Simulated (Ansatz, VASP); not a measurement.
# Two plane-wave programs on Cs

The input INCAR:

```
SYSTEM = Cs
PREC = Accurate ; ENCUT = 520
EDIFF = 1E-7 ; ISMEAR = 0
SIGMA = 0.15 ; LREAL = .False.
LASPH = .True. ; NELM = 100
ALGO = Fast ; ISIF = 2
LWAVE = .False. ; LCHARG = .False.
GGA = PE ; NBANDS = 10
```

File KPOINTS:

```
regular mesh
0
Gamma
  12 12 12
  0 0 0
```

File POSCAR:

```
Cs
1.0
   -2.7807000000      2.7807000000      3.0225000000
    2.7807000000     -2.7807000000      3.0225000000
    2.7807000000      2.7807000000     -3.0225000000
Cs
1
Direct
    0.0000000000      0.0000000000      0.0000000000
```

Input for Ansatz:

```yaml
crystal:
  lattice:
    - [-2.7807, 2.7807, 3.0225]
    - [2.7807, -2.7807, 3.0225]
    - [2.7807, 2.7807, -3.0225]
  atoms:
    - { symbol: Cs, position: [0.0, 0.0, 0.0] }
basis:
  ecutwfc: 420
kpoints:
  mp_grid: { grid: [12, 12, 12] }
hamiltonian:
  xc: pbe
scf:
  occupations: { method: gaussian, width: 0.15 }
output:
  forces: true
  stress: true
  eigenvalues: true
```

Change from the starting cell: strain -0.080 along x and y, +0.000 along z, atoms carried along.

Alike in both runs: task single point; functional PBE; k mesh 12 × 12 × 12; occupations gaussian, width 0.15 eV; no spin polarisation.

|  | VASP | Ansatz |
| --- | --- | --- |
| version | VASP 6.6.1 | Ansatz 0.2.0 |
| potentials or method | VASP PAW PBE potentials, release 64 (Cs_sv), cutoff 520 eV | scalar-relativistic, plane waves, PAW |
| valence electrons in the cell | 9 | 9 |

```tsv
	VASP	Ansatz	Ansatz less VASP
gap on the k mesh at the Fermi level (eV)	none	none	-
pressure (GPa)	0.6	0.6	+0.01
```

A gap of «none» marks a metal or a gap that the smearing closes. With one functional, cell and mesh, what is left measures potentials, basis and numerics.

Spin-orbit coupling is off throughout.
